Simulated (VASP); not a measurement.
Crystal: W.

```
W
1.0
     2.77339    0.00000    0.00000
    -1.38670    2.40183    0.00000
     0.00000    0.00000   10.19206
W
4
Cartesian
  0.0000 1.6012 3.8847
  1.3867 0.8006 8.9807
  1.3867 0.8006 6.3074
  0.0000 1.6012 1.2113
```

- Program: VASP 6.6.1
- Task: relaxation of cell and atoms
- Functional: PBE
- Potentials or basis: VASP PAW PBE potentials, release 64 (W_sv)
- Cutoff: 600 eV
- k mesh: 9 × 9 × 2
- Occupations: gaussian, width 0.1 eV
- Spin: no spin polarisation

At the start: pressure 1.4 GPa; volume 16.97 Å³/atom.

**Question.** How do energy, volume and symmetry change on relaxing?

**Answer.** Over 6 steps the energy falls by 4.7 meV/atom and the volume is 17.10 Å³/atom (+0.8 %); space group P6_3/mmc (No. 194, to 0.05 Å).

The path:
| step | energy change (eV) | largest force (eV/Å) | pressure (GPa) | volume (Å³) |
| --- | --- | --- | --- | --- |
| 1 | 0.0000 | 0.1266 | 1.44 | 67.89 |
| 2 | -0.0014 | 0.1041 | -3.06 | 69.38 |
| 3 | -0.0162 | 0.1165 | -0.99 | 68.66 |
| 4 | -0.0131 | 0.0073 | 2.12 | 67.94 |
| 5 | -0.0179 | 0.0797 | 0.14 | 68.39 |
| 6 | -0.0187 | 0.0061 | 0.11 | 68.40 |

Final structure:
```cif
data_structure
_symmetry_space_group_name_H-M 'P 1'
_symmetry_Int_Tables_number 1
_cell_length_a 2.7653
_cell_length_b 2.7653
_cell_length_c 10.3289
_cell_angle_alpha 90.000
_cell_angle_beta 90.000
_cell_angle_gamma 120.000
_cell_volume 68.40
loop_
_atom_site_label
_atom_site_type_symbol
_atom_site_fract_x
_atom_site_fract_y
_atom_site_fract_z
_atom_site_occupancy
W1 W 0.33333 0.66667 0.38206 1
W2 W 0.66667 0.33333 0.88206 1
W3 W 0.66667 0.33333 0.61794 1
W4 W 0.33333 0.66667 0.11794 1
```
